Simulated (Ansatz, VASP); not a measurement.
# H: VASP beside Ansatz

INCAR

```
SYSTEM = H
PREC     = Accurate       ! precision mode
ENCUT    = 520            ! plane-wave cutoff, eV
EDIFF    = 1E-8           ! SCF threshold, eV
ISMEAR   = -1             ! smearing method
SIGMA    = 0.02           ! smearing width, eV
LREAL    = .False.        ! projectors in reciprocal space
LASPH    = .True.         ! aspherical terms in the spheres
NELM     = 150            ! most SCF steps
ALGO     = Normal         ! electronic algorithm
ISIF     = 2              ! what is computed and relaxed
LWAVE    = .False.        ! write WAVECAR
LCHARG   = .False.        ! write CHGCAR
ISPIN    = 2              ! spin polarisation
MAGMOM   = 1 1            ! initial moments
LORBIT   = 11             ! projections on sites
GGA      = PS             ! functional
LEFG     = .True.       
NBANDS   = 12             ! bands
```

KPOINTS

```
Automatic mesh
0
Gamma
  6 6 6
  0 0 0
```

POSCAR

```
H
1.0
    5.1355463286      0.0000000000      0.0000000000
   -2.5677731643      4.4475135828      0.0000000000
    0.0000000000      0.0000000000      3.8236884833
H
2
Direct
    0.3333333333      0.6666666667      0.2500000000
    0.6666666667      0.3333333333      0.7500000000
```

Input for Ansatz:

```yaml
crystal:
  lattice:
    - [5.1355463286, 0.0, 0.0]
    - [-2.5677731643, 4.4475135828, 0.0]
    - [0.0, 0.0, 3.8236884833]
  atoms:
    - { symbol: H, position: [0.3333333333, 0.6666666667, 0.25], spin: 1.0 }
    - { symbol: H, position: [0.6666666667, 0.3333333333, 0.75], spin: 1.0 }
magnetization:
  spin_polarized: true
kpoints:
  mp_grid: { grid: [6, 6, 6] }
scf:
  occupations: { method: fermi_dirac, width: 0.02 }
hamiltonian:
  xc: pbesol
  pseudopotentials: { kind: paw }
output:
  forces: true
  stress: true
  eigenvalues: true
  efg: { contact_densities: true }
```

Change from the starting cell: volume scaled by 0.98, PAW files.

Alike in both runs: task electric field gradients; functional PBEsol; k mesh 6 × 6 × 6; occupations fermi-dirac, width 0.02 eV; collinear spin.

```csv
,VASP,Ansatz
version,VASP 6.6.1,Ansatz 0.2.0
potentials or method,"VASP PAW PBE potentials, release 64 (H)","PAW with Ansatz's default frozen-core files, scalar-relativistic"
plane-wave cutoff (eV),520,420
valence electrons in the cell,2,2
```

```tsv
	VASP	Ansatz	Ansatz less VASP
gap on the k mesh at the Fermi level (eV)	6.54	6.54	+0.001
pressure (GPa)	0.1	0.1	+0.03
net moment per atom (μB)	1.00	1.00	0.000
size of the moment on the site where the two differ most (μB)	0.37	0.93	+0.558
```

VASP's potentials were made for PBE, not for PBEsol. Site moments also hang on the region over which each program counts them. Ansatz's warnings: nearly empty spin channel levels not settled, published levels not confirmed.
